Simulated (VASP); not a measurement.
Set up this calculation in VASP 6.6.1, as the native input.

| Item | Value |
| --- | --- |
| Task | single point |
| Functional | LDA |
| Potentials or basis | VASP PAW LDA potentials, release 64 (Mo_sv) |
| Cutoff | 500 eV |
| k mesh | 12 × 12 × 12 |
| Occupations | methfessel-paxton, width 0.1 eV |
| Spin | no spin polarisation |
| Dipole correction | no |
| Further INCAR settings | ALGO = Normal; EDIFF = 1e-06; NBANDS = 13 |

The structure of Mo lies in POSCAR:

```
Mo
1.0
   -1.5734150000      1.5734150000      1.5734150000
    1.5734150000     -1.5734150000      1.5734150000
    1.5734150000      1.5734150000     -1.5734150000
Mo
1
Direct
    0.0000000000      0.0000000000      0.0000000000
```

These files were run (other wordings do the same):

INCAR

```
SYSTEM = Mo
  PREC = Accurate
  ENCUT = 500
  EDIFF = 1E-6
  ISMEAR = 1
  SIGMA = 0.1
  LREAL = .FALSE.
  LASPH = .TRUE.
  NELM = 120
  ALGO = Normal
  ISIF = 2
  LWAVE = .FALSE.
  LCHARG = .TRUE.
  LELF = .TRUE.
  LVHAR = .TRUE.
  NBANDS = 13
  GGA_COMPAT = .FALSE.
```

KPOINTS

```
Automatic mesh
0
G
  12 12 12
  0 0 0
```

Potentials or basis: VASP PAW LDA potentials, release 64 (Mo_sv).

Launch:

```bash
$ cat potpaw_LDA.64/Mo_sv/POTCAR > POTCAR
$ mpirun -np 1 vasp_std > vasp.out
```

Results of the run:

- Pressure: -8.3 GPa
- Band gap on the k mesh: zero (band 7 reaches 16.55 eV, above the bottom of band 8 at 11.14 eV)

Run time: 12 s on 1 thread of AMD EPYC 9R14 (Zen 4), on a shared host, peak memory 0.09 GiB.
